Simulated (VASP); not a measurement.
# SnO (P4/nmm) in VASP: further runs

SnO is run at these levels: PBE, r2SCAN; tasks: single point.

Program: VASP 6.6.1. These are calculated values, not measurements. Logs are shortened: lines on timing, memory, paths and dates and some standing lists are left out, and cuts for length are marked.

**1. The cell of the first run**

The structure is tetragonal, space group P4/nmm (No. 129). The conventional cell has a = 3.814 Å, b = 3.814 Å, c = 4.887 Å, α = 90.00°, β = 90.00°, γ = 90.00°. Within 3.0 Å of Sn (site symmetry 4mm) lie 4 O at 2.24 Å. Within 3.0 Å of O (site symmetry -4m2) lie 4 Sn at 2.24 Å and 4 O at 2.70 Å.

**2. Single point, PBE**

INCAR

```
PREC = Accurate
ENCUT = 520
EDIFF = 1E-6
ISMEAR = -1
SIGMA = 0.01
LREAL = False
LASPH = True
NELM = 80
ALGO = Normal
ISIF = 2
LWAVE = False
LCHARG = False
GGA = PE
NBANDS = 28
```

KPOINTS

```
regular mesh
0
Gamma
  9 9 7
```

POSCAR

```
SnO
1.0
    3.8136952200      0.0000000000      0.0000000000
    0.0000000000      3.8136952200      0.0000000000
    0.0000000000      0.0000000000      4.8869133000
Sn O
2 2
Direct
    0.0000000000      0.5000000000      0.2392995382
    0.5000000000      0.0000000000      0.7607004618
    0.5000000000      0.5000000000      0.0000000000
    0.0000000000      0.0000000000      0.0000000000
```

Potentials or basis: VASP PAW PBE potentials, release 64 (Sn_d, O).

Started as:

```bash
> cat potpaw_PBE.64/Sn_d/POTCAR potpaw_PBE.64/O/POTCAR > POTCAR
> mpirun -np 1 vasp_std > vasp.out
```

OUTCAR:

```text
PREC = Accurate
   ENCUT = 520
   EDIFF = 1E-6
   ISMEAR = -1
   LREAL = False
   LASPH = True
   NELM = 80
   ISIF = 2
   GGA = PE

 ion  position               nearest neighbor table
   1  0.000  0.500  0.239-   3 2.24   4 2.24   4 2.24   3 2.24   2 3.57   2 3.57   2 3.57   2 3.57
                             2 3.71   2 3.71   2 3.71   2 3.71
   2  0.500  0.000  0.761-   3 2.24   4 2.24   3 2.24   4 2.24   1 3.57   1 3.57   1 3.57   1 3.57
                             1 3.71   1 3.71   1 3.71   1 3.71
   3  0.500  0.500  0.000-   1 2.24   2 2.24   2 2.24   1 2.24
   4  0.000  0.000  0.000-   1 2.24   2 2.24   1 2.24   2 2.24

  LATTYP: Found a simple tetragonal cell.
 ALAT       =     3.8136952200
 C/A-ratio  =     1.2814116016

  Lattice vectors:

 A1 = (   3.8136952200,   0.0000000000,   0.0000000000)
 A2 = (   0.0000000000,   3.8136952200,   0.0000000000)
 A3 = (   0.0000000000,   0.0000000000,   4.8869133000)

Analysis of symmetry for initial positions (statically):
=====================================================================
 Subroutine PRICEL returns:
 Original cell was already a primitive cell.

 Routine SETGRP: Setting up the symmetry group for a
 simple tetragonal supercell.

 Subroutine GETGRP returns: Found 16 space group operations
 (whereof  8 operations were pure point group operations)
 out of a pool of 16 trial point group operations.

The static configuration has the point symmetry D_2d.
 The point group associated with its full space group is D_4h.

Analysis of symmetry for dynamics (positions and initial velocities):
=====================================================================
 Subroutine PRICEL returns:
 Original cell was already a primitive cell.

 Routine SETGRP: Setting up the symmetry group for a
 simple tetragonal supercell.

 Subroutine GETGRP returns: Found 16 space group operations
 (whereof  8 operations were pure point group operations)
 out of a pool of 16 trial point group operations.

The dynamic configuration has the point symmetry D_2d.
 The point group associated with its full space group is D_4h.

 Subroutine INISYM returns: Found 16 space group operations
 (whereof  8 operations are pure point group operations),
 and found     1 'primitive' translations

----------------------------------------------------------------------------------------

                                     Primitive cell

  volume of cell :      71.0766

  direct lattice vectors                    reciprocal lattice vectors
     3.813695220  0.000000000  0.000000000     0.262212878  0.000000000  0.000000000
     0.000000000  3.813695220  0.000000000     0.000000000  0.262212878  0.000000000
     0.000000000  0.000000000  4.886913300     0.000000000  0.000000000  0.204628144

  length of vectors
     3.813695220  3.813695220  4.886913300     0.262212878  0.262212878  0.204628144

  position of ions in fractional coordinates (direct lattice)
     0.000000000  0.500000000  0.239299538
     0.500000000  0.000000000  0.760700462
     0.500000000  0.500000000  0.000000000
     0.000000000  0.000000000  0.000000000

  ion indices of the primitive-cell ions
   primitive index   ion index
                 1           1
                 2           2
                 3           3
                 4           4

----------------------------------------------------------------------------------------

 KPOINTS: regular mesh

Automatic generation of k-mesh.
 Grid dimensions read from file:
 generate k-points for:    9    9    7

 Generating k-lattice:

  Cartesian coordinates                     Fractional coordinates (reciprocal lattice)
     0.029134764  0.000000000  0.000000000     0.111111111  0.000000000  0.000000000
     0.000000000  0.029134764  0.000000000     0.000000000  0.111111111  0.000000000
     0.000000000  0.000000000  0.029232592     0.000000000  0.000000000  0.142857143

  Length of vectors
     0.029134764  0.029134764  0.029232592

  Shift w.r.t. Gamma in fractional coordinates (k-lattice)
     0.000000000  0.000000000  0.000000000

 Subroutine IBZKPT returns following result:
 ===========================================

 Found     60 irreducible k-points:

 Following reciprocal coordinates:
            Coordinates               Weight
  0.000000  0.000000  0.000000      1.000000
  0.111111  0.000000  0.000000      4.000000
  0.222222  0.000000  0.000000      4.000000
  0.333333  0.000000  0.000000      4.000000
  0.444444  0.000000  0.000000      4.000000
  0.111111  0.111111  0.000000      4.000000
[... 16 lines left out ...]
  0.333333  0.111111  0.142857     16.000000
  0.444444  0.111111  0.142857     16.000000
 [... further k-points ...]
   k-points           NKPTS =     60   k-points in BZ     NKDIM =     60   number of bands    NBANDS=     28
   number of dos      NEDOS =    301   number of ions     NIONS =      4
   total plane-waves  NPLWV =  28224
   dimension x,y,z NGX =    28 NGY =   28 NGZ =   36
   dimension x,y,z NGXF=    56 NGYF=   56 NGZF=   72
   ions per type =               2   2
   NGX,Y,Z   is equivalent  to a cutoff of  12.21, 12.21, 12.25 a.u.
   NGXF,Y,Z  is equivalent  to a cutoff of  24.41, 24.41, 24.49 a.u.
 SYSTEM =  unknown system
   PREC   = accura    normal or accurate (medium, high low for compatibility)
   ISTART =      0    job   : 0-new  1-cont  2-samecut
   ICHARG =      2    charge: 1-file 2-atom 10-const
   ISPIN  =      1    spin polarized calculation?
   LNONCOLLINEAR =      F non collinear calculations
   LSORBIT =      F    spin-orbit coupling
   LASPH  =      T    aspherical Exc in radial PAW
   ENCUT  =  520.0 eV  38.22 Ry    6.18 a.u.   7.09  7.09  9.09*2*pi/ulx,y,z
   NELM   =     80;   NELMIN=  2; NELMDL= -5     # of ELM steps
   EDIFF  = 0.1E-05   stopping-criterion for ELM
   LREAL  =      F    real-space projection
   EDIFFG = 0.1E-04   stopping-criterion for IOM
   NSW    =      0    number of steps for IOM
   IBRION =     -1    ionic relax: 0-MD 1-quasi-New 2-CG
   NFREE  =      0    steps in history (QN), initial steepest desc. (CG)
   ISIF   =      2    stress and relaxation
   ISYM   =      2    0-nonsym 1-usesym 2-fastsym
   POTIM  = 0.5000    time-step for ionic-motion
   TEBEG  =    0.0;   TEEND  =   0.0 temperature during run
   PSTRESS=    0.0 pullay stress
   NELECT =      40.0000    total number of electrons
   NUPDOWN=      -1.0000    fix difference up-down
   EMIN   =  10.00;   EMAX   =-10.00  energy-range for DOS
   EFERMI =   0.00;   METHOD = LEGACY
   ISMEAR =    -1;   SIGMA  =   0.01  broadening in eV -4-tet -1-fermi 0-gaus
   EFERMI_NEDOS =   21; number of points for ismear=-14 and -15
   IALGO  =     38    algorithm
   IMIX   =      4    mixing-type and parameters
     AMIX     =   0.40;   BMIX     =  1.00
     AMIX_MAG =   1.60;   BMIX_MAG =  1.00
  volume/ion in A,a.u.               =      17.77       119.91
  Fermi-wavevector in a.u.,A,eV,Ry     =   1.351614  2.554180 24.855939  1.826860
  Thomas-Fermi vector in A             =   2.479021
   LORBIT       =      0    0 simple, 1 ext, 2 COOP (PROOUT), +10 PAW based schemes
   GGA     = PE    functional components
[... 5 lines left out ...]
 non-spin polarized calculation
  energy-cutoff  :      520.00
  volume of cell :       71.08
 maximum number of plane-waves:      1924
   NGX = 15   NGY = 15   NGZ = 19

 number of electron      39.9999981 magnetization

 Free energy of the ion-electron system (eV)
  ---------------------------------------------------
  ext. energy  EPLUGINS =         0.00000000
  ---------------------------------------------------
  free energy    TOTEN  =       -22.69547053 eV

  energy without entropy =      -22.69547021  energy(sigma->0) =      -22.69547037

 E-fermi :   7.0992     XC(G=0): -10.1844

 val. band max:        7.0171970394   @ k =   0.0000   0.0000   0.0000
 cond. band min:       7.1899372041   @ k =   0.4444   0.4444   0.0000
 fundamental gap:      0.1727401647
 Fermi energy:         7.0991903572

 k-point     1 :       0.0000    0.0000    0.0000
  band No.  band energies     occupation
      1     -14.9757      2.00000
      2     -14.5775      2.00000
      3     -14.5726      2.00000
      4     -14.5726      2.00000
      5     -14.5367      2.00000
      6     -14.5225      2.00000
[... 20 lines left out ...]
     27      13.6778      0.00000
     28      14.1240      0.00000

 k-point     2 :       0.1111    0.0000    0.0000
  band No.  band energies     occupation
      1     -14.9691      2.00000
      2     -14.5759      2.00000
      3     -14.5709      2.00000
      4     -14.5698      2.00000
      5     -14.5376      2.00000
      6     -14.5182      2.00000
[... 20 lines left out ...]
     27      13.8644      0.00000
     28      15.0945      0.00000

 k-point     3 :       0.2222    0.0000    0.0000
  band No.  band energies     occupation
      1     -14.9504      2.00000
      2     -14.6256      2.00000
      3     -14.5651      2.00000
      4     -14.5620      2.00000
      5     -14.5449      2.00000
      6     -14.5397      2.00000
[... 20 lines left out ...]
     27      14.0978      0.00000
     28      16.8842      0.00000

 k-point     4 :       0.3333    0.0000    0.0000
  band No.  band energies     occupation
      1     -14.9208      2.00000
      2     -14.7263      2.00000
      3     -14.5558      2.00000
      4     -14.5522      2.00000
      5     -14.5417      2.00000
      6     -14.5390      2.00000
[... 578 lines left out ...]
     27      14.9677      0.00000
     28      16.8926      0.00000

 k-point    23 :       0.3333    0.1111    0.1429
  band No.  band energies     occupation
      1     -14.9208      2.00000
      2     -14.7467      2.00000
      3     -14.5649      2.00000
      4     -14.5488      2.00000
      5     -14.5464      2.00000
      6     -14.5327      2.00000
[... 20 lines left out ...]
     27      15.2122      0.00000
     28      16.1228      0.00000

 k-point    24 :       0.4444    0.1111    0.1429
  band No.  band energies     occupation
      1     -14.8832      2.00000
      2     -14.8262      2.00000
      3     -14.5581      2.00000
      4     -14.5514      2.00000
      5     -14.5398      2.00000
      6     -14.5344      2.00000
[... 20 lines left out ...]
     27      15.4064      0.00000
     28      15.7119      0.00000

 [... further k-points ...]

------------------------ aborting loop because EDIFF is reached ----------------------------------------

  FORCE on cell =-STRESS in cart. coord.  units (eV):
  Direction    XX          YY          ZZ          XY          YZ          ZX
  --------------------------------------------------------------------------------------
  -------------------------------------------------------------------------------------
  Total        1.3961679      1.3961679      0.7232845      0.0000000      0.0000000      0.0000000
  in kB       31.4718046     31.4718046     16.3039604      0.0000000      0.0000000      0.0000000
  external PRESSURE =      26.4158565 kB  Pullay stress =       0.0000000 kB

 VOLUME and BASIS-vectors are now :
 -----------------------------------------------------------------------------
  energy-cutoff  :      520.00
  volume of cell :       71.08
      direct lattice vectors                 reciprocal lattice vectors
     3.813695220  0.000000000  0.000000000     0.262212878  0.000000000  0.000000000
     0.000000000  3.813695220  0.000000000     0.000000000  0.262212878  0.000000000
     0.000000000  0.000000000  4.886913300     0.000000000  0.000000000  0.204628144

 POSITION                                       TOTAL-FORCE (eV/Angst)
 -----------------------------------------------------------------------------------
      0.00000      1.90685      1.16944        -0.000000      0.000000      0.085764
      1.90685      0.00000      3.71748         0.000000     -0.000000     -0.085764
      1.90685      1.90685      0.00000        -0.000000      0.000000      0.000000
      0.00000      0.00000      0.00000        -0.000000     -0.000000      0.000000
 -----------------------------------------------------------------------------------
    total drift:                                0.000000      0.000000     -0.000000

  FREE ENERGIE OF THE ION-ELECTRON SYSTEM (eV)
  ---------------------------------------------------
  free  energy   TOTEN  =       -22.6954705334 eV

  energy  without entropy=      -22.6954702094  energy(sigma->0) =      -22.69547037
```

It took 39 s on 1 thread of Intel Xeon 6975P-C (Granite Rapids), shared host; peak memory 0.23 GiB.

Results:

```
Free energy            : -22.6955 eV
Pressure               : 2.6 GPa
Largest force          : 0.086 eV/Å
Band gap on the k mesh : 0.17 eV (least direct gap 2.04 eV)
```

Forces on the atoms (eV/Å):
```
Sn   0.000  0.000  0.086
Sn   0.000  0.000 -0.086
O    0.000  0.000  0.000
O    0.000  0.000  0.000
```

Caveat: semilocal functionals underestimate gaps, and a narrow one can read as zero; spin-orbit coupling is left out, which moves the levels of the heavy elements.

**3. Single point, r2SCAN**

Edit POSCAR of step 2 so:

```diff
@@ -8,4 +8,4 @@
 Direct
-    0.0000000000      0.5000000000      0.2392995382
-    0.5000000000      0.0000000000      0.7607004618
+    0.0000000000      0.5000000000      0.2340253843
+    0.5000000000      0.0000000000      0.7659746157
     0.5000000000      0.5000000000      0.0000000000
```

INCAR.step1

```
  ALGO = Normal
  EDIFF = 1E-4
  ENCUT = 520
  GGA = PE
  ISMEAR = -1
  LASPH = True
  LCHARG = False
  LREAL = False
  LWAVE = True
  NBANDS = 28
  NELM = 60
  PREC = Accurate
  SIGMA = 0.01
```

INCAR.step2

```
  ALGO = Normal
  EDIFF = 1E-6
  ENCUT = 520
  ISIF = 2
  ISMEAR = -1
  ISTART = 1
  LASPH = True
  LCHARG = True
  LELF = True
  LMIXTAU = True
  LREAL = False
  LVHAR = True
  LWAVE = False
  METAGGA = R2SCAN
  NBANDS = 28
  NELM = 60
  PREC = Accurate
  SIGMA = 0.01
```

KPOINTS

```
k-points
0
Gamma
  9 9 7
```

Potentials or basis: VASP PAW PBE potentials, release 64 (Sn_d, O).

Started as:

```bash
> cat potpaw_PBE.64/Sn_d/POTCAR potpaw_PBE.64/O/POTCAR > POTCAR
> cp INCAR.step1 INCAR
> mpirun -np 1 vasp_std > vasp.out
> cp INCAR.step2 INCAR
> mpirun -np 1 vasp_std > vasp.out
```

OUTCAR:

```text
EDIFF = 1E-6
   ENCUT = 520
   ISIF = 2
   ISMEAR = -1
   ISTART = 1
   LASPH = True
   LREAL = False
   METAGGA = R2SCAN
   NELM = 60
   PREC = Accurate

 ion  position               nearest neighbor table
   1  0.000  0.500  0.234-   3 2.22   4 2.22   4 2.22   3 2.22   2 3.54   2 3.54   2 3.54   2 3.54
                             2 3.75   2 3.75   2 3.75   2 3.75
   2  0.500  0.000  0.766-   3 2.22   4 2.22   3 2.22   4 2.22   1 3.54   1 3.54   1 3.54   1 3.54
                             1 3.75   1 3.75   1 3.75   1 3.75
[... 948 lines left out ...]
  Direction    XX          YY          ZZ          XY          YZ          ZX
  --------------------------------------------------------------------------------------
  -------------------------------------------------------------------------------------
  Total        0.1877583      0.1877583      0.3478790      0.0000000      0.0000000      0.0000000
  in kB        4.2323654      4.2323654      7.8417357      0.0000000      0.0000000      0.0000000
  external PRESSURE =       5.4354888 kB  Pullay stress =       0.0000000 kB

 VOLUME and BASIS-vectors are now :
 -----------------------------------------------------------------------------
  energy-cutoff  :      520.00
  volume of cell :       71.08
      direct lattice vectors                 reciprocal lattice vectors
     3.813695220  0.000000000  0.000000000     0.262212878  0.000000000  0.000000000
     0.000000000  3.813695220  0.000000000     0.000000000  0.262212878  0.000000000
     0.000000000  0.000000000  4.886913300     0.000000000  0.000000000  0.204628144

 POSITION                                       TOTAL-FORCE (eV/Angst)
 -----------------------------------------------------------------------------------
      0.00000      1.90685      1.14366        -0.000000      0.000000      0.147956
      1.90685      0.00000      3.74325         0.000000      0.000000     -0.147956
      1.90685      1.90685      0.00000         0.000000      0.000000     -0.000000
      0.00000      0.00000      0.00000        -0.000000     -0.000000     -0.000000
 -----------------------------------------------------------------------------------
    total drift:                                0.000000      0.000000      0.000000

  FREE ENERGIE OF THE ION-ELECTRON SYSTEM (eV)
  ---------------------------------------------------
  free  energy   TOTEN  =       -66.9032110084 eV

  energy  without entropy=      -66.9032110084  energy(sigma->0) =      -66.90321101
```

OSZICAR.step1:

```text
N       E                     dE             d eps       ncg     rms          rms(c)
DAV:   1     0.417611782524E+03    0.41761E+03   -0.20054E+04  3492   0.218E+03
DAV:   2     0.371707142583E+02   -0.38044E+03   -0.36479E+03  3472   0.542E+02
DAV:   3    -0.234573116743E+02   -0.60628E+02   -0.59504E+02  3868   0.181E+02
DAV:   4    -0.263143836379E+02   -0.28571E+01   -0.28448E+01  3724   0.422E+01
DAV:   5    -0.263828342464E+02   -0.68451E-01   -0.68444E-01  3664   0.710E+00    0.117E+01
DAV:   6    -0.226986423466E+02    0.36842E+01   -0.16830E+01  5424   0.446E+01    0.491E+00
DAV:   7    -0.226972116319E+02    0.14307E-02   -0.20260E+00  4012   0.856E+00    0.249E+00
DAV:   8    -0.226855476398E+02    0.11664E-01   -0.29349E-01  4492   0.375E+00    0.816E-01
DAV:   9    -0.226772566581E+02    0.82910E-02   -0.50914E-02  5224   0.235E+00    0.237E-01
DAV:  10    -0.226785436611E+02   -0.12870E-02   -0.72391E-03  4480   0.761E-01    0.134E-01
DAV:  11    -0.226782541426E+02    0.28952E-03   -0.18740E-03  5088   0.410E-01    0.233E-02
DAV:  12    -0.226782904492E+02   -0.36307E-04   -0.26607E-04  3360   0.918E-02
   1 F= -.22678290E+02 E0= -.22678290E+02  d E =-.230046E-09
```

Run time: 2.5 min. Hardware: 1 thread of Intel Xeon 6975P-C (Granite Rapids), shared host; peak memory 0.24 GiB.

What came out:

```yaml
Free_energy: -66.9032 eV
Pressure: 0.5 GPa
Largest_force: 0.148 eV/Å
Band_gap_on_the_k_mesh: 0.47 eV (least direct gap 2.32 eV)
```

Forces on the atoms (eV/Å):
```
Sn   0.000  0.000  0.148
Sn   0.000  0.000 -0.148
O    0.000  0.000  0.000
O    0.000  0.000  0.000
```

Levels at points of the mesh, in eV from the valence-band top:
| k point | band 18 | band 19 | band 20 | band 21 | band 22 | band 23 |
| --- | --- | --- | --- | --- | --- | --- |
| (0.00, 0.00, 0.00) | -3.57 | -3.57 | 0.00 | 2.36 | 4.48 | 4.98 |

Caveat: semilocal functionals underestimate gaps, and a narrow one can read as zero; the PAW data sets were made with another functional, which shifts forces and pressure a little; spin-orbit coupling is left out, which moves the levels of the heavy elements.
